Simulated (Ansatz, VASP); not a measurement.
# LiAl2B2: VASP beside Ansatz

INCAR

```
PREC = Accurate ; ENCUT = 520
EDIFF = 1E-6 ; ISMEAR = 0
SIGMA = 0.1 ; LREAL = F
LASPH = T ; NELM = 80
ALGO = Normal ; ISIF = 2
LWAVE = F ; LCHARG = F
GGA = PE ; NBANDS = 16
```

KPOINTS

```
Automatic mesh
0
Gamma
  6 6 2
```

POSCAR

```
LiAl2B2
1.0
    2.4921876900      0.0000000000      0.0000000000
   -1.2460938500      2.1582978500      0.0000000000
    0.0000000000      0.0000000000      8.3589332800
Li Al B
1 2 2
Direct
    0.0000000000      0.0000000000      0.0000000000
    0.0000000000      0.0000000000      0.5242700400
    0.3333333300      0.6666666700      0.7484480600
    0.3333333300      0.6666666700      0.1954892000
    0.6666666700      0.3333333300      0.3594698400
```

Input for Ansatz:

```yaml
crystal:
  lattice:
    - [2.49218769, 0.0, 0.0]
    - [-1.24609385, 2.15829785, 0.0]
    - [0.0, 0.0, 8.35893328]
  atoms:
    - { symbol: Li, position: [0.0, 0.0, 0.0] }
    - { symbol: Al, position: [0.0, 0.0, 0.52427004] }
    - { symbol: Al, position: [0.33333333, 0.66666667, 0.74844806] }
    - { symbol: B, position: [0.33333333, 0.66666667, 0.1954892] }
    - { symbol: B, position: [0.66666667, 0.33333333, 0.35946984] }
basis:
  ecutwfc: 420
kpoints:
  mp_grid: { grid: [6, 6, 2] }
hamiltonian:
  xc: pbe
scf:
  occupations: { method: gaussian, width: 0.1 }
  lower_state_search: "off"
output:
  forces: true
  stress: true
  eigenvalues: true
```

Alike in both runs: task single point; functional PBE; k mesh 6 × 6 × 2; occupations gaussian, width 0.1 eV; no spin polarisation.

|  | VASP | Ansatz |
| --- | --- | --- |
| version | VASP 6.6.1 | Ansatz 0.2.0 |
| potentials or method | VASP PAW PBE potentials, release 64 (Li_sv, Al, B), cutoff 520 eV | scalar-relativistic, plane waves, PAW |
| valence electrons in the cell | 15 | 15 |

Ansatz gave:

* gap on the k mesh at the Fermi level (eV): none
* rms of the force components (eV/Å): 2.043

**Question.** What did VASP give for the same quantities?

**Answer.** gap on the k mesh at the Fermi level (eV): none; rms of the force components (eV/Å): 2.046.

Atom by atom the forces differ by 0.004 eV/Å (rms over components). A gap of «none» marks a metal or a gap that the smearing closes.

The k mesh is coarse, so the values compare programs but aren't converged. Noted on VASP's run: the cutoff is short for stress, so the pressure is rough.
